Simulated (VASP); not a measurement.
Wanted: the native input for a VASP 6.6.1 run.

| Quantity | Value |
| --- | --- |
| Task | single point |
| Functional | PBE |
| Potentials or basis | VASP PAW PBE potentials, release 64 (Ti_sv, H) |
| Cutoff | 520 eV |
| k mesh | 1 × 1 × 1 |
| Occupations | methfessel-paxton, width 0.1 eV |
| Spin | no spin polarisation |
| Dipole correction | no |
| Further INCAR settings | LREAL = Auto; ALGO = Normal; EDIFF = 1e-07; NBANDS = 240 |

The structure of Ti36H (a cell with a defect) lies in POSCAR:

```
Ti36H
1.0
    8.8180724700      0.0000000900      0.0000000000
   -4.4090363100      7.6366747300      0.0000000000
    0.0000000000      0.0000000000      9.2970418600
Ti H
36 1
Direct
    0.1069727555      0.2196855372      0.1275062561
    0.2192576506      0.1016759267      0.3775414861
    0.1094594243      0.2207734452      0.6272907112
    0.2214978904      0.1121391195      0.8744505104
    0.1119223481      0.5546478199      0.1267164349
    0.2207821986      0.4469585390      0.3772580626
    0.1115368967      0.5549966628      0.6277681749
    0.2217780492      0.4433458409      0.8743149835
    0.1116302006      0.8891952623      0.1266579217
    0.2236852973      0.7766928918      0.3743177725
    0.1112706709      0.8881069614      0.6279731863
    0.2211615112      0.7773041527      0.8746136806
    0.4453297669      0.2212923844      0.1284619364
    0.5587479316      0.1090661812      0.3744912686
    0.4450798041      0.2214461162      0.6270574111
    0.5532315537      0.1120333104      0.8741185769
    0.4464773411      0.5587145074      0.1277820427
    0.5671612980      0.4490154511      0.3776513060
    0.4455801376      0.5567014584      0.6272390818
    0.5532542081      0.4437585821      0.8745269864
    0.4450187015      0.8892832548      0.1249506044
    0.5587129623      0.7802111731      0.3744231824
    0.4443788681      0.8886050801      0.6264667932
    0.5538724854      0.7764907057      0.8739590638
    0.7769927283      0.2214008046      0.1249751284
    0.8875695983      0.1090887002      0.3743803731
    0.7777706599      0.2221115852      0.6264884129
    0.8882968362      0.1111605444      0.8738860298
    0.7776162631      0.5550570215      0.1266626544
    0.8913881350      0.4442622005      0.3742905596
    0.7785938893      0.5553427480      0.6280339583
    0.8880310077      0.4441303368      0.8746289543
    0.7773299458      0.8888111868      0.1250440750
    0.8911129075      0.7770798325      0.3742324766
    0.7780685533      0.8882035925      0.6264615227
    0.8877439030      0.7776425120      0.8746714409
    0.3372993029      0.3319799598      0.3130939974
```

The input as run:

INCAR

```
SYSTEM = Ti36H
ALGO = Normal ; EDIFF = 1E-7
ENCUT = 520 ; GGA = PE
ISIF = 2 ; ISMEAR = 1
LASPH = .TRUE. ; LCHARG = .FALSE.
LREAL = Auto ; LWAVE = .FALSE.
NBANDS = 240 ; NELM = 80
PREC = Accurate ; SIGMA = 0.1
```

KPOINTS

```
k-points
0
G
  1 1 1
  0 0 0
```

Potentials or basis: VASP PAW PBE potentials, release 64 (Ti_sv, H).

Command:

```console
$ cat potpaw_PBE.64/Ti_sv/POTCAR potpaw_PBE.64/H/POTCAR > POTCAR
$ mpirun -np 1 vasp_gam > vasp.out
```

It gave:

```
Pressure               : -0.7 GPa
Largest force          : 1.109 eV/Å
Band gap on the k mesh : zero (an odd number of electrons rules out a gap without spin polarisation)
```

Caveat: the k points lie up to 0.82 Å⁻¹ apart, too coarse for converged energies and pressures of a metal.

Run time: 8.5 min on 1 thread of Intel(R) Xeon(R) Platinum 8488C (Sapphire Rapids), with other jobs on the host, peak memory 0.69 GiB.
